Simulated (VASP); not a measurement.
# Y3TaF2 (P-62m) in VASP: notebook

Runs on Y3TaF2. Level: PBE. Tasks: single point.

Program: VASP 6.6.1. These are calculated values, not measurements. Logs are shortened: lines on timing, memory, paths and dates and some standing lists are left out, and cuts for length are marked.

## 1. The cell of the first run

The structure is hexagonal, space group P-62m (No. 189). Conventional cell: a = 7.030 Å, b = 7.030 Å, c = 3.399 Å, α = 90.00°, β = 90.00°, γ = 120.00°. Within 3.1 Å of Y (site symmetry m2m) lie 2 F at 2.24 Å and 2 Ta at 3.07 Å. Ta (site symmetry -62m) has 6 Y at 3.07 Å and 2 Ta at 3.40 Å within 4.0 Å. F (site symmetry -6) has 3 Y at 2.24 Å within 3.0 Å.

The cell was built from a structure type or drawn by symmetry, and may not be a known phase.

## 2. Single point, PBE

Contents of INCAR:

```
SYSTEM = Y3TaF2
PREC = Accurate ; ENCUT = 520
EDIFF = 1E-6 ; ISMEAR = 0
SIGMA = 0.1 ; LREAL = .FALSE.
LASPH = .TRUE. ; NELM = 80
ALGO = Normal ; ISIF = 2
LWAVE = .FALSE. ; LCHARG = .FALSE.
GGA = PE ; NBANDS = 38
```

Contents of KPOINTS:

```
regular mesh
0
G
  6 6 10
  0 0 0
```

Contents of POSCAR:

```
Y3TaF2
1.0
    7.0297049010      0.0000000000      0.0000000000
   -3.5148524505      6.0879030254      0.0000000000
    0.0000000000      0.0000000000      3.3987944512
Y Ta F
3 1 2
Direct
    0.3643061373      0.0000000000      0.0000000000
    0.0000000000      0.3643061373      0.0000000000
    0.6356938627      0.6356938627      0.0000000000
    0.0000000000      0.0000000000      0.5000000000
    0.3333333333      0.6666666667      0.0000000000
    0.6666666667      0.3333333333      0.0000000000
```

Potentials or basis: VASP PAW PBE potentials, release 64 (Y_sv, Ta_pv, F).

Started as:

```console
$ cat potpaw_PBE.64/Y_sv/POTCAR potpaw_PBE.64/Ta_pv/POTCAR potpaw_PBE.64/F/POTCAR > POTCAR
$ mpirun -np 1 vasp_std > vasp.out
```

OUTCAR:

```text
SYSTEM = Y3TaF2
   PREC = Accurate
   ENCUT = 520
   EDIFF = 1E-6
   ISMEAR = 0
   LREAL = .FALSE.
   LASPH = .TRUE.
   NELM = 80
   ISIF = 2
   GGA = PE

 ion  position               nearest neighbor table
   1  0.364  0.000  0.000-   5 2.24   6 2.24   4 3.07   4 3.07   3 3.88   2 3.88   3 3.88   2 3.88

   2  0.000  0.364  0.000-   6 2.24   5 2.24   4 3.07   4 3.07   3 3.88   3 3.88   1 3.88   1 3.88

   3  0.636  0.636  0.000-   5 2.24   6 2.24   4 3.07   4 3.07   2 3.88   2 3.88   1 3.88   1 3.88

   4  0.000  0.000  0.500-   1 3.07   1 3.07   3 3.07   2 3.07   2 3.07   3 3.07
   5  0.333  0.667  0.000-   1 2.24   2 2.24   3 2.24
   6  0.667  0.333  0.000-   2 2.24   1 2.24   3 2.24

  LATTYP: Found a hexagonal cell.
 ALAT       =     7.0297049010
 C/A-ratio  =     0.4834903455

  Lattice vectors:

 A1 = (   7.0297049010,   0.0000000000,   0.0000000000)
 A2 = (  -3.5148524505,   6.0879030254,   0.0000000000)
 A3 = (   0.0000000000,   0.0000000000,   3.3987944512)

Analysis of symmetry for initial positions (statically):
=====================================================================
 Subroutine PRICEL returns:
 Original cell was already a primitive cell.

 Routine SETGRP: Setting up the symmetry group for a
 hexagonal supercell.

 Subroutine GETGRP returns: Found 12 space group operations
 (whereof 12 operations were pure point group operations)
 out of a pool of 24 trial point group operations.

The static configuration has the point symmetry D_3h.

Analysis of symmetry for dynamics (positions and initial velocities):
=====================================================================
 Subroutine PRICEL returns:
 Original cell was already a primitive cell.

 Routine SETGRP: Setting up the symmetry group for a
 hexagonal supercell.

 Subroutine GETGRP returns: Found 12 space group operations
 (whereof 12 operations were pure point group operations)
 out of a pool of 24 trial point group operations.

The dynamic configuration has the point symmetry D_3h.

 Subroutine INISYM returns: Found 12 space group operations
 (whereof 12 operations are pure point group operations),
 and found     1 'primitive' translations

----------------------------------------------------------------------------------------

                                     Primitive cell

  volume of cell :     145.4554

  direct lattice vectors                    reciprocal lattice vectors
     7.029704901  0.000000000  0.000000000     0.142253482  0.082130086  0.000000000
    -3.514852450  6.087903025  0.000000000     0.000000000  0.164260172  0.000000000
     0.000000000  0.000000000  3.398794451     0.000000000  0.000000000  0.294221970

  length of vectors
     7.029704901  7.029704901  3.398794451     0.164260172  0.164260172  0.294221970

  position of ions in fractional coordinates (direct lattice)
     0.364306137  0.000000000  0.000000000
     0.000000000  0.364306137  0.000000000
     0.635693863  0.635693863  0.000000000
     0.000000000  0.000000000  0.500000000
     0.333333333  0.666666667  0.000000000
     0.666666667  0.333333333  0.000000000

  ion indices of the primitive-cell ions
   primitive index   ion index
                 1           1
                 2           2
                 3           3
                 4           4
                 5           5
                 6           6

----------------------------------------------------------------------------------------

 KPOINTS: regular mesh

Automatic generation of k-mesh.
 Grid dimensions read from file:
 generate k-points for:    6    6   10

 Generating k-lattice:

  Cartesian coordinates                     Fractional coordinates (reciprocal lattice)
     0.023708914  0.013688348  0.000000000     0.166666667  0.000000000  0.000000000
     0.000000000  0.027376695  0.000000000     0.000000000  0.166666667  0.000000000
     0.000000000  0.000000000  0.029422197     0.000000000  0.000000000  0.100000000

  Length of vectors
     0.027376695  0.027376695  0.029422197

  Shift w.r.t. Gamma in fractional coordinates (k-lattice)
     0.000000000  0.000000000  0.000000000

 Subroutine IBZKPT returns following result:
 ===========================================

 Found     42 irreducible k-points:

 Following reciprocal coordinates:
            Coordinates               Weight
  0.000000  0.000000  0.000000      1.000000
  0.166667  0.000000  0.000000      6.000000
  0.333333  0.000000  0.000000      6.000000
  0.500000  0.000000  0.000000      3.000000
  0.166667  0.166667  0.000000      6.000000
  0.333333  0.166667  0.000000     12.000000
[... 16 lines left out ...]
  0.166667  0.000000  0.300000     12.000000
  0.333333  0.000000  0.300000     12.000000
 [... further k-points ...]
   k-points           NKPTS =     42   k-points in BZ     NKDIM =     42   number of bands    NBANDS=     38
   number of dos      NEDOS =    301   number of ions     NIONS =      6
   total plane-waves  NPLWV =  81648
   dimension x,y,z NGX =    54 NGY =   54 NGZ =   28
   dimension x,y,z NGXF=   108 NGYF=  108 NGZF=   56
   ions per type =               3   1   2
   NGX,Y,Z   is equivalent  to a cutoff of  12.77, 12.77, 13.70 a.u.
   NGXF,Y,Z  is equivalent  to a cutoff of  25.54, 25.54, 27.39 a.u.
 SYSTEM =  Y3TaF2
   PREC   = accura    normal or accurate (medium, high low for compatibility)
   ISTART =      0    job   : 0-new  1-cont  2-samecut
   ICHARG =      2    charge: 1-file 2-atom 10-const
   ISPIN  =      1    spin polarized calculation?
   LNONCOLLINEAR =      F non collinear calculations
   LSORBIT =      F    spin-orbit coupling
   LASPH  =      T    aspherical Exc in radial PAW
   ENCUT  =  520.0 eV  38.22 Ry    6.18 a.u.  13.07 13.07  6.32*2*pi/ulx,y,z
   NELM   =     80;   NELMIN=  2; NELMDL= -5     # of ELM steps
   EDIFF  = 0.1E-05   stopping-criterion for ELM
   LREAL  =      F    real-space projection
   EDIFFG = 0.1E-04   stopping-criterion for IOM
   NSW    =      0    number of steps for IOM
   IBRION =     -1    ionic relax: 0-MD 1-quasi-New 2-CG
   NFREE  =      0    steps in history (QN), initial steepest desc. (CG)
   ISIF   =      2    stress and relaxation
   ISYM   =      2    0-nonsym 1-usesym 2-fastsym
   POTIM  = 0.5000    time-step for ionic-motion
   TEBEG  =    0.0;   TEEND  =   0.0 temperature during run
   PSTRESS=    0.0 pullay stress
   NELECT =      58.0000    total number of electrons
   NUPDOWN=      -1.0000    fix difference up-down
   EMIN   =  10.00;   EMAX   =-10.00  energy-range for DOS
   EFERMI =   0.00;   METHOD = LEGACY
   ISMEAR =     0;   SIGMA  =   0.10  broadening in eV -4-tet -1-fermi 0-gaus
   EFERMI_NEDOS =   21; number of points for ismear=-14 and -15
   IALGO  =     38    algorithm
   IMIX   =      4    mixing-type and parameters
     AMIX     =   0.40;   BMIX     =  1.00
     AMIX_MAG =   1.60;   BMIX_MAG =  1.00
  volume/ion in A,a.u.               =      24.24       163.60
  Fermi-wavevector in a.u.,A,eV,Ry     =   1.204965  2.277053 19.754836  1.451939
  Thomas-Fermi vector in A             =   2.340674
   LORBIT       =      0    0 simple, 1 ext, 2 COOP (PROOUT), +10 PAW based schemes
   GGA     = PE    functional components
   LHFCALC =     F    Hartree Fock is set to
   AEXX    =    0.0000 exact exchange contribution
   IVDW    =     0    specifies the selected vdW correction
   LEPSILON=     F    determine dielectric tensor
   LRPA    =     F    only Hartree local field effects (RPA)
 non-spin polarized calculation
 Gauss-broadening in eV      SIGMA  =   0.10
  energy-cutoff  :      520.00
  volume of cell :      145.46
 maximum number of plane-waves:      3940
 NGX is ok and might be reduce to    54
   NGX = 27   NGY = 27   NGZ = 13

 number of electron      57.9999979 magnetization

 Free energy of the ion-electron system (eV)
  ---------------------------------------------------
  ext. energy  EPLUGINS =         0.00000000
  ---------------------------------------------------
  free energy    TOTEN  =       -42.95463139 eV

  energy without entropy =      -42.93718188  energy(sigma->0) =      -42.94590663

 E-fermi :   3.0633     XC(G=0):  -9.4679

 val. band max:        3.0584060664   @ k =   0.1667   0.0000   0.5000
 cond. band min:       3.0864339548   @ k =   0.0000   0.0000   0.3000
 fundamental gap:      0.0280278885
 Fermi energy:         3.0633265934

 k-point     1 :       0.0000    0.0000    0.0000
  band No.  band energies     occupation
      1     -39.8481      2.00000
      2     -39.8233      2.00000
      3     -39.8233      2.00000
      4     -30.9714      2.00000
      5     -30.9482      2.00000
      6     -30.9482      2.00000
[... 30 lines left out ...]
     37       5.7924      0.00000
     38       6.4795      0.00000

 k-point     2 :       0.1667    0.0000    0.0000
  band No.  band energies     occupation
      1     -39.8466      2.00000
      2     -39.8248      2.00000
      3     -39.8233      2.00000
      4     -30.9713      2.00000
      5     -30.9482      2.00000
      6     -30.9482      2.00000
[... 30 lines left out ...]
     37       6.1179      0.00000
     38       6.4439      0.00000

 k-point     3 :       0.3333    0.0000    0.0000
  band No.  band energies     occupation
      1     -39.8429      2.00000
      2     -39.8286      2.00000
      3     -39.8233      2.00000
      4     -30.9713      2.00000
      5     -30.9482      2.00000
      6     -30.9481      2.00000
[... 30 lines left out ...]
     37       6.2845      0.00000
[... 781 lines left out ...]
 k-point    23 :       0.1667    0.0000    0.3000
  band No.  band energies     occupation
      1     -39.8198      2.00000
      2     -39.7975      2.00000
      3     -39.7962      2.00000
      4     -31.0653      2.00000
      5     -30.9397      2.00000
      6     -30.9397      2.00000
[... 30 lines left out ...]
     37       5.2812      0.00000
     38       6.0442      0.00000

 k-point    24 :       0.3333    0.0000    0.3000
  band No.  band energies     occupation
      1     -39.8157      2.00000
      2     -39.8014      2.00000
      3     -39.7965      2.00000
      4     -31.0653      2.00000
      5     -30.9397      2.00000
      6     -30.9397      2.00000
[... 30 lines left out ...]
     37       5.4538      0.00000
     38       6.1081      0.00000

 [... further k-points ...]

------------------------ aborting loop because EDIFF is reached ----------------------------------------

  FORCE on cell =-STRESS in cart. coord.  units (eV):
  Direction    XX          YY          ZZ          XY          YZ          ZX
  --------------------------------------------------------------------------------------
  -------------------------------------------------------------------------------------
  Total       -0.0968709     -0.0968709     -0.1678203      0.0000000     -0.0000000      0.0000000
  in kB       -1.0670241     -1.0670241     -1.8485252      0.0000000     -0.0000000      0.0000000
  external PRESSURE =      -1.3275244 kB  Pullay stress =       0.0000000 kB

 VOLUME and BASIS-vectors are now :
 -----------------------------------------------------------------------------
  energy-cutoff  :      520.00
  volume of cell :      145.46
      direct lattice vectors                 reciprocal lattice vectors
     7.029704901  0.000000000  0.000000000     0.142253482  0.082130086  0.000000000
    -3.514852450  6.087903025  0.000000000     0.000000000  0.164260172  0.000000000
     0.000000000  0.000000000  3.398794451     0.000000000  0.000000000  0.294221970

 POSITION                                       TOTAL-FORCE (eV/Angst)
 -----------------------------------------------------------------------------------
      2.56096      0.00000      0.00000        -0.013379     -0.000000      0.000000
     -1.28048      2.21786      0.00000         0.006689     -0.011586     -0.000000
      2.23437      3.87004      0.00000         0.006689      0.011586      0.000000
      0.00000      0.00000      1.69940        -0.000000     -0.000000      0.000000
     -0.00000      4.05860      0.00000        -0.000000     -0.000000      0.000000
      3.51485      2.02930      0.00000        -0.000000     -0.000000      0.000000
 -----------------------------------------------------------------------------------
    total drift:                                0.000000      0.000001     -0.000000

  FREE ENERGIE OF THE ION-ELECTRON SYSTEM (eV)
  ---------------------------------------------------
  free  energy   TOTEN  =       -42.9546313855 eV

  energy  without entropy=      -42.9371818838  energy(sigma->0) =      -42.94590663
```

It took 2.4 min on 1 thread of Intel Xeon 6975P-C (Granite Rapids), shared host; peak memory 0.42 GiB.

What came out:

```yaml
Free_energy: -42.9546 eV
Pressure: -0.1 GPa
Largest_force: 0.013 eV/Å
Band_gap_on_the_k_mesh: zero (bands 29 and 30 overlap by 0.21 eV)
```

Forces in eV/Å, atoms in the order of the input:
```
Y   -0.013  0.000  0.000
Y    0.007 -0.012  0.000
Y    0.007  0.012  0.000
Ta   0.000  0.000  0.000
F    0.000  0.000  0.000
F    0.000  0.000  0.000
```

Caveat: spin-orbit coupling is left out, which moves the levels of the heavy elements.

[end of part 1 of 2]
